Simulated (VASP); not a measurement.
The system is AgI.

```
CELL_PARAMETERS angstrom
0.00000 3.23650 3.23650
3.23650 0.00000 3.23650
3.23650 3.23650 0.00000
ATOMIC_POSITIONS crystal
Ag 0.00000 0.00000 0.00000
I 0.25000 0.25000 0.25000
```

Base run:

- Program: VASP 6.6.1
- Functional: slater exchange, pbe correlation
- Potentials or basis: VASP PAW PBE potentials, release 64 (Ag, I)
- Cutoff: 500 eV
- k mesh: 5 × 5 × 5
- Occupations: gaussian, width 0.3 eV
- Spin: no spin polarisation

Its results: band gap on the k mesh 0.87 eV; pressure -6.7 GPa.

Task: The run is repeated on the same cell with these changes: k mesh from 5 × 5 × 5 to 3 × 3 × 3. What comes out?

Result: Band gap on the k mesh 0.85 eV; pressure -6.0 GPa.

Caveats: some runs use coarse meshes; so wide a smearing shifts energies and pressures; the PAW data sets were made with another functional, which shifts forces and pressure a little; spin-orbit coupling is left out, which moves the levels of the heavy elements; the cell stands under tension (at least some runs).

